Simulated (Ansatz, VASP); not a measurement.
WC in VASP and in Ansatz

```
W C
1.0
     0.00000    2.23569    2.23569
     2.23569    0.00000    2.23569
     2.23569    2.23569    0.00000
W C
1 1
Direct
  0.00000 0.00000 0.00000
  0.50000 0.50000 0.50000
```

Alike in both runs: task single point; functional r2SCAN; k mesh 11 × 11 × 11; occupations fermi-dirac, width 0.1 eV; no spin polarisation.

|  | VASP | Ansatz |
| --- | --- | --- |
| version | VASP 6.6.1 | Ansatz 0.2.0 |
| potentials or method | VASP PAW PBE potentials, release 64 (W_sv, C), cutoff 520 eV | plane waves, PAW |
| valence electrons in the cell | 18 | 18 |

```csv
,VASP,Ansatz,Ansatz less VASP
pressure (GPa),-22.1,-23.4,-1.27
```

VASP's potentials were made for PBE, not for r2SCAN.

Neither program's run includes spin-orbit coupling.
